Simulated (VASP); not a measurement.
# ZrB2 (P6/mmm) in VASP: relaxation of cell and atoms with r2SCAN

Aim: the relaxation of cell and atoms of ZrB2 with r2SCAN.

All numbers are computed with VASP 6.6.1; they aren't measurements. Logs are shortened: lines on timing, memory, paths and dates and some standing lists are left out, and cuts for length are marked.

## (1) The cell of the first run

The structure is hexagonal, space group P6/mmm (No. 191). Conventional cell: a = 3.167 Å, b = 3.167 Å, c = 3.551 Å, α = 90.00°, β = 90.00°, γ = 120.00°. Within 3.4 Å of Zr (site symmetry 6/mmm) lie 12 B at 2.55 Å and 6 Zr at 3.17 Å. Within 2.4 Å of B (site symmetry -6m2) lie 3 B at 1.83 Å.

## (2) Relaxation of cell and atoms, r2SCAN

Contents of POSCAR:

```
ZrB2
1.0
    3.1674729229      0.0000000000      0.0000000000
   -1.5837364615      2.7431120171      0.0000000000
    0.0000000000      0.0000000000      3.5514025452
Zr B
1 2
Direct
    0.0000000000      0.0000000000      0.0000000000
    0.3333333333      0.6666666667      0.5000000000
    0.6666666667      0.3333333333      0.5000000000
```

Contents of INCAR.step1:

```
PREC     = Accurate       # precision mode
ENCUT    = 600            # plane-wave cutoff, eV
ISMEAR   = -1             # smearing method
SIGMA    = 0.15           # smearing width, eV
LREAL    = False          # projectors in reciprocal space
LASPH    = True           # aspherical terms in the spheres
NELM     = 60             # most SCF steps
GGA      = PE             # functional
ALGO     = Normal         # electronic algorithm
EDIFF    = 1E-4           # SCF threshold, eV
LWAVE    = True           # write WAVECAR
LCHARG   = False          # write CHGCAR
```

Contents of INCAR.step2:

```
PREC     = Accurate       # precision mode
ENCUT    = 600            # plane-wave cutoff, eV
EDIFF    = 1E-6           # SCF threshold, eV
ISMEAR   = -1             # smearing method
SIGMA    = 0.15           # smearing width, eV
LREAL    = False          # projectors in reciprocal space
LASPH    = True           # aspherical terms in the spheres
NELM     = 60             # most SCF steps
ALGO     = Normal         # electronic algorithm
ISIF     = 3              # what is computed and relaxed
LWAVE    = False          # write WAVECAR
LCHARG   = False          # write CHGCAR
METAGGA  = R2SCAN         # meta-GGA
LMIXTAU  = True         
IBRION   = 2              # ionic algorithm
NSW      = 80             # ionic steps
EDIFFG   = -0.001         # ionic threshold
ISTART   = 1
```

Contents of KPOINTS:

```
regular mesh
0
Gamma
  21 21 16
```

Potentials or basis: VASP PAW PBE potentials, release 64 (Zr_sv, B).

On the command line:

```sh
$ cat potpaw_PBE.64/Zr_sv/POTCAR potpaw_PBE.64/B/POTCAR > POTCAR
$ cp INCAR.step1 INCAR
$ mpirun -np 1 vasp_std > vasp.out
$ cp INCAR.step2 INCAR
$ mpirun -np 1 vasp_std > vasp.out
```

OUTCAR:

```text
PREC = Accurate
   ENCUT = 600
   EDIFF = 1E-6
   ISMEAR = -1
   LREAL = False
   LASPH = True
   NELM = 60
   ISIF = 3
   METAGGA = R2SCAN
   IBRION = 2
   NSW = 80
   EDIFFG = -0.001
   ISTART = 1

 ion  position               nearest neighbor table
   1  0.000  0.000  0.000-   2 2.55   3 2.55   2 2.55   3 2.55   3 2.55   3 2.55   2 2.55   2 2.55
                             3 2.55   3 2.55   2 2.55   2 2.55
   2  0.333  0.667  0.500-   3 1.83   3 1.83   3 1.83   1 2.55   1 2.55   1 2.55   1 2.55   1 2.55
                             1 2.55
   3  0.667  0.333  0.500-   2 1.83   2 1.83   2 1.83   1 2.55   1 2.55   1 2.55   1 2.55   1 2.55
                             1 2.55

  LATTYP: Found a hexagonal cell.
 ALAT       =     3.1674729229
 C/A-ratio  =     1.1212100724

  Lattice vectors:

 A1 = (   3.1674729229,   0.0000000000,   0.0000000000)
 A2 = (  -1.5837364615,   2.7431120171,   0.0000000000)
 A3 = (   0.0000000000,   0.0000000000,   3.5514025452)

Analysis of symmetry for initial positions (statically):
=====================================================================
 Subroutine PRICEL returns:
 Original cell was already a primitive cell.

 Routine SETGRP: Setting up the symmetry group for a
 hexagonal supercell.

 Subroutine GETGRP returns: Found 24 space group operations
 (whereof 24 operations were pure point group operations)
 out of a pool of 24 trial point group operations.

The static configuration has the point symmetry D_6h.

Analysis of symmetry for dynamics (positions and initial velocities):
=====================================================================
 Subroutine PRICEL returns:
 Original cell was already a primitive cell.

 Routine SETGRP: Setting up the symmetry group for a
 hexagonal supercell.

 Subroutine GETGRP returns: Found 24 space group operations
 (whereof 24 operations were pure point group operations)
 out of a pool of 24 trial point group operations.

The dynamic configuration has the point symmetry D_6h.

 Subroutine INISYM returns: Found 24 space group operations
 (whereof 24 operations are pure point group operations),
 and found     1 'primitive' translations

----------------------------------------------------------------------------------------

                                     Primitive cell

  volume of cell :      30.8572
[... 117 lines left out ...]
   LHFCALC =     F    Hartree Fock is set to
   AEXX    =    0.0000 exact exchange contribution
   IVDW    =     0    specifies the selected vdW correction
   LEPSILON=     F    determine dielectric tensor
   LRPA    =     F    only Hartree local field effects (RPA)
 conjugate gradient relaxation of ions
 non-spin polarized calculation
  energy-cutoff  :      600.00
  volume of cell :       30.86
 maximum number of plane-waves:      1058
 NGX is ok and might be reduce to    28
   NGX = 13   NGY = 13   NGZ = 15

--------------------------------------- Ionic step        1  -------------------------------------------

 number of electron      18.0000000 magnetization

 Free energy of the ion-electron system (eV)
  ---------------------------------------------------
  ext. energy  EPLUGINS =         0.00000000
  ---------------------------------------------------
  free energy    TOTEN  =       -40.64722960 eV

  energy without entropy =      -40.62639606  energy(sigma->0) =      -40.63681283

------------------------ aborting loop because EDIFF is reached ----------------------------------------

  FORCE on cell =-STRESS in cart. coord.  units (eV):
  Direction    XX          YY          ZZ          XY          YZ          ZX
  --------------------------------------------------------------------------------------
  -------------------------------------------------------------------------------------
  Total        0.0258001      0.0258001      0.0118404     -0.0000000      0.0000000     -0.0000000
  in kB        1.3396018      1.3396018      0.6147828     -0.0000000      0.0000000     -0.0000000
  external PRESSURE =       1.0979954 kB  Pullay stress =       0.0000000 kB
[... 92 lines left out ...]
  FREE ENERGIE OF THE ION-ELECTRON SYSTEM (eV)
  ---------------------------------------------------
  free  energy   TOTEN  =       -40.6472328581 eV

  energy  without entropy=      -40.6263882078  energy(sigma->0) =      -40.63681053

[... ionic steps 4 to 8 ...]

--------------------------------------- Ionic step        9  -------------------------------------------

 number of electron      18.0000000 magnetization

------------------------ aborting loop because EDIFF is reached ----------------------------------------
[... 69 lines left out ...]
--------------------------------------- Ionic step       11  -------------------------------------------

 number of electron      18.0000000 magnetization

 Free energy of the ion-electron system (eV)
  ---------------------------------------------------
  ext. energy  EPLUGINS =         0.00000000
  ---------------------------------------------------
  free energy    TOTEN  =       -40.64723491 eV

  energy without entropy =      -40.62638947  energy(sigma->0) =      -40.63681219

 E-fermi :  10.6067     XC(G=0): -13.3520

 val. band max:       10.6010952993   @ k =   0.0952   0.0476   0.3125
 cond. band min:      10.6328352682   @ k =   0.2381   0.1905   0.0625
 fundamental gap:      0.0317399689
 Fermi energy:        10.6067482203

 k-point     1 :       0.0000    0.0000    0.0000
  band No.  band energies     occupation
      1     -39.8297      2.00000
      2     -17.3257      2.00000
      3     -16.7459      2.00000
      4     -16.7459      2.00000
      5      -3.0268      2.00000
      6       7.8635      2.00000
      7       7.8635      2.00000
      8       7.9174      2.00000
      9       7.9406      2.00000
     10      14.1967      0.00000
     11      14.1967      0.00000
     12      14.9657      0.00000
     13      14.9657      0.00000
[... 354 lines left out ...]
  band No.  band energies     occupation
      1     -39.7665      2.00000
      2     -17.2451      2.00000
      3     -17.2319      2.00000
      4     -16.8816      2.00000
      5      -1.7698      2.00000
      6       5.1876      2.00000
      7       7.0723      2.00000
      8       7.1585      2.00000
      9       8.9910      1.99996
     10      12.4808      0.00001
     11      12.7869      0.00000
     12      14.4404      0.00000
     13      15.5369      0.00000

 [... further k-points ...]
[... 5 lines left out ...]
  --------------------------------------------------------------------------------------
  -------------------------------------------------------------------------------------
  Total       -0.0002931     -0.0002931      0.0002843      0.0000000     -0.0000000     -0.0000000
  in kB       -0.0152120     -0.0152120      0.0147532      0.0000000     -0.0000000     -0.0000000
  external PRESSURE =      -0.0052236 kB  Pullay stress =       0.0000000 kB
[... 18 lines left out ...]
  FREE ENERGIE OF THE ION-ELECTRON SYSTEM (eV)
  ---------------------------------------------------
  free  energy   TOTEN  =       -40.6472349090 eV

  energy  without entropy=      -40.6263894727  energy(sigma->0) =      -40.63681219

 reached required accuracy - stopping structural energy minimisation
```

OUTCAR.step1:

```text
PREC = Accurate
   ENCUT = 600
   ISMEAR = -1
   LREAL = False
   LASPH = True
   NELM = 60
[... 611 lines left out ...]
      0.00000      0.00000      0.00000        -0.000000      0.000000     -0.000000
     -0.00000      1.82874      1.77570        -0.000000      0.000000     -0.000000
      1.58374      0.91437      1.77570         0.000000      0.000000      0.000000
 -----------------------------------------------------------------------------------
    total drift:                               -0.000000      0.000000      0.000000

  FREE ENERGIE OF THE ION-ELECTRON SYSTEM (eV)
  ---------------------------------------------------
  free  energy   TOTEN  =       -24.9899396304 eV

  energy  without entropy=      -24.9678398965  energy(sigma->0) =      -24.97888976
```

It took 1.5 h on 1 thread of Oxide Virtual Turin-like, shared host; peak memory 0.32 GiB.

Results:

```
Free energy                           : -40.6472 eV
Relaxed volume                        : 10.29 Å³/atom
Relaxed cell                          : a = 3.168 Å, b = 3.168 Å, c = 3.552 Å, α = 90.00°, β = 90.00°, γ = 120.00°
Space group after relaxing (to 0.1 Å) : P6/mmm (No. 191)
Energy gained by relaxing             : 0.0 meV/atom
Ionic steps                           : 11
Pressure after relaxing               : 0.0 GPa
Band gap on the k mesh                : zero (bands 9 and 10 overlap by 1.10 eV)
```

Final structure:
```xyz
3
Lattice="3.1681 0.0000 0.0000 -1.5840 2.7436 0.0000 0.0000 0.0000 3.5515" Properties=species:S:1:pos:R:3 pbc="T T T"
Zr    0.0000    0.0000    0.0000
B     0.0000    1.8291    1.7758
B     1.5840    0.9145    1.7758
```

Caveat: the PAW data sets were made with another functional, which shifts forces and pressure a little.

The gap in the log of VASP goes by the Fermi energy; the results here count the filled bands.